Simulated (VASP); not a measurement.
**Ti: single point with PBE**

Ti:

```xyz
2
Lattice="2.9394 0.0000 0.0000 -1.4697 2.5456 0.0000 0.0000 0.0000 4.6485" Properties=species:S:1:pos:R:3 pbc="T T T"
Ti    0.0000    1.6970    1.1621
Ti    1.4697    0.8485    3.4864
```

```yaml
Program: VASP 6.6.1
Task: single point
Functional: PBE
Potentials_or_basis: VASP PAW PBE potentials, release 64 (Ti_sv)
Cutoff: 520 eV
k_mesh: 15 × 15 × 8
Occupations: methfessel-paxton, width 0.1 eV
Spin: no spin polarisation
Dipole_correction: no
Further_INCAR_settings: ALGO = Normal; EDIFF = 1e-06; NBANDS = 19
```

| Item | Value |
| --- | --- |
| Pressure | -0.3 GPa |
| Band gap on the k mesh | zero (band 12 reaches 9.09 eV, above the bottom of band 13 at 8.09 eV) |

Levels at points of the mesh, in eV from the Fermi level:
```
           k point  band 10  band 11  band 12  band 13  band 14  band 15
(0.00, 0.00, 0.00)    -2.70     0.76     0.76     0.77     0.88     1.26
(0.00, 0.00, 0.50)    -4.36     0.08     0.08     0.67     0.67     0.67
```

Run time: 47 s on 1 thread of AMD EPYC 9R45 96-Core Processor (Zen 5) (shared host), peak memory 0.17 GiB.
